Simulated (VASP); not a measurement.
# ZrS (I4/mmm) in VASP: a series of runs

Runs on ZrS. Level: r2SCAN. Tasks: single point.

Program: VASP 6.6.1. These are calculated values, not measurements. Logs are shortened: lines on timing, memory, paths and dates and some standing lists are left out, and cuts for length are marked.

### Step 1. The cell of the first run

It takes space group I4/mmm (No. 139, tetragonal). Conventional cell: a = 3.919 Å, b = 3.919 Å, c = 4.711 Å, α = 90.00°, β = 90.00°, γ = 90.00°. Zr (site symmetry 4/mmm) has 6 S at 2.36 to 2.77 Å within 3.1 Å. S (site symmetry 4/mmm) has 6 Zr at 2.36 to 2.77 Å within 3.1 Å.

### Step 2. Single point, r2SCAN

Contents of POSCAR:

```
ZrS
1.0
    0.0000000000      2.7711263789      2.3554574221
    2.7711263789      0.0000000000      2.3554574221
    2.7711263789      2.7711263789      0.0000000000
Zr S
1 1
Direct
    0.0000000000      0.0000000000      0.0000000000
    0.5000000000      0.5000000000      0.5000000000
```

Contents of INCAR.step1:

```
SYSTEM = ZrS
PREC = Accurate ; ENCUT = 520
ISMEAR = 0 ; SIGMA = 0.15
LREAL = .False. ; LASPH = .True.
NELM = 100 ; NBANDS = 16
GGA = PE ; ALGO = Normal
EDIFF = 1E-4 ; LWAVE = .True.
LCHARG = .False.
```

Contents of INCAR.step2:

```
SYSTEM = ZrS
PREC = Accurate ; ENCUT = 520
EDIFF = 1E-7 ; ISMEAR = 0
SIGMA = 0.15 ; LREAL = .False.
LASPH = .True. ; NELM = 100
ALGO = Normal ; ISIF = 2
LWAVE = .False. ; LCHARG = .False.
METAGGA = R2SCAN ; LMIXTAU = .True.
NBANDS = 16 ; ISTART = 1
```

Contents of KPOINTS:

```
regular mesh
0
Gamma
  18 18 18
  0 0 0
```

Potentials or basis: VASP PAW PBE potentials, release 64 (Zr_sv, S).

Run with:

```console
cat potpaw_PBE.64/Zr_sv/POTCAR potpaw_PBE.64/S/POTCAR > POTCAR
cp INCAR.step1 INCAR
mpirun -np 1 vasp_std > vasp.out
cp INCAR.step2 INCAR
mpirun -np 1 vasp_std > vasp.out
```

OUTCAR:

```text
SYSTEM = ZrS
   PREC = Accurate
   ENCUT = 520
   EDIFF = 1E-7
   ISMEAR = 0
   LREAL = .False.
   LASPH = .True.
   NELM = 100
   ISIF = 2
   METAGGA = R2SCAN
   ISTART = 1

 ion  position               nearest neighbor table
   1  0.000  0.000  0.000-   2 2.36   2 2.36   2 2.77   2 2.77   2 2.77   2 2.77
   2  0.500  0.500  0.500-   1 2.36   1 2.36   1 2.77   1 2.77   1 2.77   1 2.77

  LATTYP: Found a body centered tetragonal cell.
 ALAT       =     3.9189645081
 C/A-ratio  =     1.2020815280

  Lattice vectors:

 A1 = (   0.0000000000,  -2.7711263789,  -2.3554574221)
 A2 = (   0.0000000000,   2.7711263789,  -2.3554574221)
 A3 = (   2.7711263789,   0.0000000000,   2.3554574221)

Analysis of symmetry for initial positions (statically):
=====================================================================
 Subroutine PRICEL returns:
 Original cell was already a primitive cell.

 Routine SETGRP: Setting up the symmetry group for a
 body centered tetragonal supercell.

 Subroutine GETGRP returns: Found 16 space group operations
 (whereof 16 operations were pure point group operations)
 out of a pool of 16 trial point group operations.

The static configuration has the point symmetry D_4h.

Analysis of symmetry for dynamics (positions and initial velocities):
=====================================================================
 Subroutine PRICEL returns:
 Original cell was already a primitive cell.

 Routine SETGRP: Setting up the symmetry group for a
 body centered tetragonal supercell.

 Subroutine GETGRP returns: Found 16 space group operations
 (whereof 16 operations were pure point group operations)
 out of a pool of 16 trial point group operations.

The dynamic configuration has the point symmetry D_4h.

 Subroutine INISYM returns: Found 16 space group operations
 (whereof 16 operations are pure point group operations),
 and found     1 'primitive' translations

----------------------------------------------------------------------------------------

                                     Primitive cell

  volume of cell :      36.1758

  direct lattice vectors                    reciprocal lattice vectors
     0.000000000  2.771126379  2.355457422    -0.180432045  0.180432045  0.212272994
     2.771126379  0.000000000  2.355457422     0.180432045 -0.180432045  0.212272994
     2.771126379  2.771126379  0.000000000     0.180432045  0.180432045 -0.212272994

  length of vectors
     3.636938421  3.636938421  3.918964508     0.331920578  0.331920578  0.331920578

  position of ions in fractional coordinates (direct lattice)
     0.000000000  0.000000000  0.000000000
     0.500000000  0.500000000  0.500000000

  ion indices of the primitive-cell ions
   primitive index   ion index
                 1           1
                 2           2

----------------------------------------------------------------------------------------

 KPOINTS: regular mesh

Automatic generation of k-mesh.
 Grid dimensions read from file:
 generate k-points for:   18   18   18

 Generating k-lattice:

  Cartesian coordinates                     Fractional coordinates (reciprocal lattice)
    -0.010024003  0.010024003  0.011792944     0.055555556 -0.000000000  0.000000000
     0.010024003 -0.010024003  0.011792944    -0.000000000  0.055555556  0.000000000
     0.010024003  0.010024003 -0.011792944     0.000000000  0.000000000  0.055555556

  Length of vectors
     0.018440032  0.018440032  0.018440032

  Shift w.r.t. Gamma in fractional coordinates (k-lattice)
     0.000000000  0.000000000  0.000000000

 Subroutine IBZKPT returns following result:
 ===========================================

 Found    480 irreducible k-points:

 Following reciprocal coordinates:
            Coordinates               Weight
  0.000000  0.000000  0.000000      1.000000
  0.055556  0.000000  0.000000      8.000000
  0.111111  0.000000  0.000000      8.000000
  0.166667  0.000000  0.000000      8.000000
  0.222222  0.000000  0.000000      8.000000
  0.277778 -0.000000  0.000000      8.000000
[... 16 lines left out ...]
 -0.277778  0.055556  0.000000      8.000000
 -0.222222  0.055556  0.000000      8.000000
 [... further k-points ...]
   k-points           NKPTS =    480   k-points in BZ     NKDIM =    480   number of bands    NBANDS=     16
   number of dos      NEDOS =    301   number of ions     NIONS =      2
   total plane-waves  NPLWV =  23520
   dimension x,y,z NGX =    28 NGY =   28 NGZ =   30
   dimension x,y,z NGXF=    56 NGYF=   56 NGZF=   60
   ions per type =               1   1
   NGX,Y,Z   is equivalent  to a cutoff of  12.80, 12.80, 12.73 a.u.
   NGXF,Y,Z  is equivalent  to a cutoff of  25.60, 25.60, 25.45 a.u.
 SYSTEM =  ZrS
   PREC   = accura    normal or accurate (medium, high low for compatibility)
   ISTART =      1    job   : 0-new  1-cont  2-samecut
   ICHARG =      0    charge: 1-file 2-atom 10-const
   ISPIN  =      1    spin polarized calculation?
   LNONCOLLINEAR =      F non collinear calculations
   LSORBIT =      F    spin-orbit coupling
   LASPH  =      T    aspherical Exc in radial PAW
   ENCUT  =  520.0 eV  38.22 Ry    6.18 a.u.   6.76  6.76  7.29*2*pi/ulx,y,z
   NELM   =    100;   NELMIN=  2; NELMDL=  0     # of ELM steps
   EDIFF  = 0.1E-06   stopping-criterion for ELM
   LREAL  =      F    real-space projection
   EDIFFG = 0.1E-05   stopping-criterion for IOM
   NSW    =      0    number of steps for IOM
   IBRION =     -1    ionic relax: 0-MD 1-quasi-New 2-CG
   NFREE  =      0    steps in history (QN), initial steepest desc. (CG)
   ISIF   =      2    stress and relaxation
   ISYM   =      2    0-nonsym 1-usesym 2-fastsym
   POTIM  = 0.5000    time-step for ionic-motion
   TEBEG  =    0.0;   TEEND  =   0.0 temperature during run
   PSTRESS=    0.0 pullay stress
   NELECT =      18.0000    total number of electrons
   NUPDOWN=      -1.0000    fix difference up-down
   EMIN   =  10.00;   EMAX   =-10.00  energy-range for DOS
   EFERMI =   0.00;   METHOD = LEGACY
   ISMEAR =     0;   SIGMA  =   0.15  broadening in eV -4-tet -1-fermi 0-gaus
   EFERMI_NEDOS =   21; number of points for ismear=-14 and -15
   IALGO  =     38    algorithm
   IMIX   =      4    mixing-type and parameters
     AMIX     =   0.40;   BMIX     =  1.00
     AMIX_MAG =   1.60;   BMIX_MAG =  1.00
  volume/ion in A,a.u.               =      18.09       122.06
  Fermi-wavevector in a.u.,A,eV,Ry     =   1.297258  2.451462 22.896950  1.682878
  Thomas-Fermi vector in A             =   2.428662
   LORBIT       =      0    0 simple, 1 ext, 2 COOP (PROOUT), +10 PAW based schemes
   METAGGA = R2SCAN    functional components
   LHFCALC =     F    Hartree Fock is set to
   AEXX    =    0.0000 exact exchange contribution
   IVDW    =     0    specifies the selected vdW correction
   LEPSILON=     F    determine dielectric tensor
   LRPA    =     F    only Hartree local field effects (RPA)
 non-spin polarized calculation
 Gauss-broadening in eV      SIGMA  =   0.15
  energy-cutoff  :      520.00
  volume of cell :       36.18
 maximum number of plane-waves:      1008
   NGX = 13   NGY = 13   NGZ = 15

 number of electron      17.9999999 magnetization

 Free energy of the ion-electron system (eV)
  ---------------------------------------------------
  ext. energy  EPLUGINS =         0.00000000
  ---------------------------------------------------
  free energy    TOTEN  =       -33.23575977 eV

  energy without entropy =      -33.22012251  energy(sigma->0) =      -33.22794114

 E-fermi :  10.8271     XC(G=0): -11.9243

 val. band max:       10.8249988301   @ k =  -0.2778   0.3889   0.1111
 cond. band min:      10.8368471913   @ k =   0.0556   0.0000   0.0556
 fundamental gap:      0.0118483612
 Fermi energy:        10.8271108822

 k-point     1 :       0.0000    0.0000    0.0000
  band No.  band energies     occupation
      1     -40.8586      2.00000
      2     -18.2919      2.00000
      3     -18.1343      2.00000
      4     -18.1343      2.00000
      5      -5.9649      2.00000
      6       6.7720      2.00000
[... 8 lines left out ...]
     15      18.7967      0.00000
     16      21.9873      0.00000

 k-point     2 :       0.0556    0.0000    0.0000
  band No.  band energies     occupation
      1     -40.8577      2.00000
      2     -18.2988      2.00000
      3     -18.1399      2.00000
      4     -18.1365      2.00000
      5      -5.9193      2.00000
      6       6.5381      2.00000
[... 8 lines left out ...]
     15      18.9129      0.00000
     16      21.8637      0.00000

 k-point     3 :       0.1111    0.0000    0.0000
  band No.  band energies     occupation
      1     -40.8551      2.00000
      2     -18.3212      2.00000
      3     -18.1533      2.00000
      4     -18.1428      2.00000
      5      -5.7859      2.00000
      6       6.0005      2.00000
[... 8 lines left out ...]
     15      19.1767      0.00000
     16      21.5820      0.00000

 k-point     4 :       0.1667    0.0000    0.0000
  band No.  band energies     occupation
      1     -40.8511      2.00000
      2     -18.3613      2.00000
      3     -18.1674      2.00000
      4     -18.1525      2.00000
      5      -5.5750      2.00000
      6       5.3418      2.00000
[... 8 lines left out ...]
     15      19.2679      0.00000
     16      21.5119      0.00000
[... 324 lines left out ...]
 k-point    22 :      -0.3333    0.0556    0.0000
  band No.  band energies     occupation
      1     -40.8351      2.00000
      2     -18.5292      2.00000
      3     -18.2034      2.00000
      4     -18.1896      2.00000
      5      -4.7405      2.00000
      6       3.2971      2.00000
[... 8 lines left out ...]
     15      18.3781      0.00000
     16      19.2241      0.00000

 k-point    23 :      -0.2778    0.0556    0.0000
  band No.  band energies     occupation
      1     -40.8399      2.00000
      2     -18.4691      2.00000
      3     -18.2026      2.00000
      4     -18.1775      2.00000
      5      -5.0418      2.00000
      6       3.8353      2.00000
[... 8 lines left out ...]
     15      18.9227      0.00000
     16      19.5772      0.00000

 k-point    24 :      -0.2222    0.0556    0.0000
  band No.  band energies     occupation
      1     -40.8450      2.00000
      2     -18.4067      2.00000
      3     -18.1987      2.00000
      4     -18.1649      2.00000
      5      -5.3327      2.00000
      6       4.4250      2.00000
[... 8 lines left out ...]
     15      18.8524      0.00000
     16      20.8330      0.00000

 [... further k-points ...]

------------------------ aborting loop because EDIFF is reached ----------------------------------------

  FORCE on cell =-STRESS in cart. coord.  units (eV):
  Direction    XX          YY          ZZ          XY          YZ          ZX
  --------------------------------------------------------------------------------------
  -------------------------------------------------------------------------------------
  Total       -2.5296632     -2.5296632     10.7845856      0.0000000     -0.0000000      0.0000000
  in kB     -112.0354238   -112.0354238    477.6349823      0.0000000     -0.0000000      0.0000000
  external PRESSURE =      84.5213782 kB  Pullay stress =       0.0000000 kB

 VOLUME and BASIS-vectors are now :
 -----------------------------------------------------------------------------
  energy-cutoff  :      520.00
  volume of cell :       36.18
      direct lattice vectors                 reciprocal lattice vectors
     0.000000000  2.771126379  2.355457422    -0.180432045  0.180432045  0.212272994
     2.771126379  0.000000000  2.355457422     0.180432045 -0.180432045  0.212272994
     2.771126379  2.771126379  0.000000000     0.180432045  0.180432045 -0.212272994

 POSITION                                       TOTAL-FORCE (eV/Angst)
 -----------------------------------------------------------------------------------
      0.00000      0.00000      0.00000        -0.000000     -0.000000      0.000000
      2.77113      2.77113      2.35546         0.000000      0.000000      0.000000
 -----------------------------------------------------------------------------------
    total drift:                                0.000000      0.000000      0.000000

  FREE ENERGIE OF THE ION-ELECTRON SYSTEM (eV)
  ---------------------------------------------------
  free  energy   TOTEN  =       -33.2357597656 eV

  energy  without entropy=      -33.2201225080  energy(sigma->0) =      -33.22794114
```

Run time: 41 min. Hardware: 1 thread of Oxide Virtual Turin-like, shared host; peak memory 0.36 GiB.

What came out:

```yaml
Free_energy: -33.2358 eV
Pressure: 8.5 GPa
Band_gap_on_the_k_mesh: zero (bands 9 and 10 overlap by 3.26 eV)
```

Caveat: the stress differs along the axes, from -11 to 48 GPa; the PAW data sets were made with another functional, which shifts forces and pressure a little.

### Step 3. Single point, r2SCAN

This run uses another cell than the first one, of the same volume but with other edges.

Contents of POSCAR:

```
ZrS
1.0
    0.0000000000      2.4702195758      2.9642634910
    2.4702195758      0.0000000000      2.9642634910
    2.4702195758      2.4702195758      0.0000000000
Zr S
1 1
Direct
    0.0000000000      0.0000000000      0.0000000000
    0.5000000000      0.5000000000      0.5000000000
```

Contents of INCAR.step1:

```
  PREC = Accurate
  ENCUT = 520
  ISMEAR = 0
  SIGMA = 0.15
  LREAL = F
  LASPH = T
  NELM = 80
  NBANDS = 16
  GGA = PE
  ALGO = Normal
  EDIFF = 1E-4
  LWAVE = T
  LCHARG = F
```

Contents of INCAR.step2:

```
  PREC = Accurate
  ENCUT = 520
  EDIFF = 1E-6
  ISMEAR = 0
  SIGMA = 0.15
  LREAL = F
  LASPH = T
  NELM = 80
  ALGO = Normal
  ISIF = 2
  LWAVE = F
  LCHARG = F
  METAGGA = R2SCAN
  LMIXTAU = T
  NBANDS = 16
  ISTART = 1
```

Contents of KPOINTS:

```
Automatic mesh
0
Gamma
  18 18 18
```

Potentials or basis: VASP PAW PBE potentials, release 64 (Zr_sv, S).

Run with:

```console
cat potpaw_PBE.64/Zr_sv/POTCAR potpaw_PBE.64/S/POTCAR > POTCAR
cp INCAR.step1 INCAR
mpirun -np 1 vasp_std > vasp.out
cp INCAR.step2 INCAR
mpirun -np 1 vasp_std > vasp.out
```

It took 27 min on 1 thread of Oxide Virtual Turin-like, shared host; peak memory 0.35 GiB.

The run converged. Its results:

```yaml
Free_energy: -33.3690 eV
Pressure: 8.3 GPa
Band_gap_on_the_k_mesh: zero (bands 9 and 10 overlap by 3.27 eV)
```

Stress tensor (GPa, compression positive):
```
 19.93   0.00   0.00
  0.00  19.93   0.00
  0.00   0.00 -14.88
```

Levels at points of the mesh, in eV from the Fermi level:
```csv
k point,band 7,band 8,band 9,band 10,band 11,band 12
"(0.00, 0.00, 0.00)",-3.74,-3.74,-2.59,-1.73,-0.60,-0.60
"(0.50, 0.00, 0.00)",-6.64,-6.48,1.54,1.90,1.99,2.32
"(0.50, 0.50, 0.00)",-4.30,-4.30,-3.69,0.11,2.28,2.28
"(0.50, 0.00, 0.50)",-5.06,-4.95,-3.32,0.65,1.32,3.15
```

Caveat: the stress differs along the axes, from -15 to 20 GPa; the PAW data sets were made with another functional, which shifts forces and pressure a little.
